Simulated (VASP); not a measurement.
Runs of VASP 6.6.1 on Se. The structure is that of space group P6_3/mmc (No. 194), or close to it. The cells are those of the table. 

```csv
cell,gap on the mesh (eV),pressure (GPa)
"a = 3.999, b = 3.999, c = 7.537 Å, angles 90.0, 90.0, 120.0°, 4 atoms",none,(a)
"a = 3.851, b = 3.851, c = 7.257 Å, angles 90.0, 90.0, 120.0°, 4 atoms",none,0.0
"a = 3.951, b = 3.951, c = 7.446 Å, angles 90.0, 90.0, 120.0°, 4 atoms",none,-4.0
"a = 3.901, b = 3.901, c = 7.353 Å, angles 90.0, 90.0, 120.0°, 4 atoms",none,(b)
"a = 3.745, b = 3.745, c = 7.058 Å, angles 90.0, 90.0, 120.0°, 4 atoms",none,6.2
```

Alike in all rows: task single point; level revPBE; potentials or basis VASP PAW PBE potentials, release 64 (Se); no spin polarisation; k mesh 11 × 11 × 5; cutoff (eV) 520; smearing fermi-dirac 0.1 eV.

Estimate the missing entries.

(a) -5.4; (b) -2.2.

Caveats: the PAW data sets were made with another functional, which shifts forces and pressure a little.

A k mesh can miss the band edges, and the runs leave out spin-orbit coupling on Se.

A gap of «none» marks levels without a gap at the run's occupations.
